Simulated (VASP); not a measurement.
Input of a VASP 6.6.1 run:

Contents of INCAR:

```
PREC = Accurate
ENCUT = 520
EDIFF = 1E-7
ISMEAR = -1
SIGMA = 0.05
LREAL = F
LASPH = T
NELM = 60
ALGO = Normal
ISIF = 2
LWAVE = F
LCHARG = F
GGA = CA
NBANDS = 25
```

Contents of KPOINTS:

```
Automatic mesh
0
Gamma
  10 10 5
```

The input POSCAR:

```
CuO
1.0
    2.3573593924     -1.7226334429      0.0000000000
    2.3573593924      1.7226334429      0.0000000000
   -0.8556569116      0.0000000000      5.0913661947
Cu O
2 2
Direct
    0.5000000000      0.0000000000      0.5000000000
    0.0000000000      0.5000000000      0.0000000000
    0.4184000000      0.5816000000      0.7500000000
    0.5816000000      0.4184000000      0.2500000000
```

Potentials or basis: VASP PAW LDA potentials, release 64 (Cu, O).

The run is started by

```sh
$ cat potpaw_LDA.64/Cu/POTCAR potpaw_LDA.64/O/POTCAR > POTCAR
$ mpirun -np 1 vasp_std > vasp.out
```

(1) What does it give for the pressure?

(2) What does it give for the band gap on the k mesh?

Results:

(1) -11.9 GPa.

(2) zero (band 17 reaches 5.38 eV, above the bottom of band 18 at 4.78 eV).

Caveat: semilocal functionals often make such compounds metallic where correlation or magnetic order opens a gap, which also shifts bond lengths.
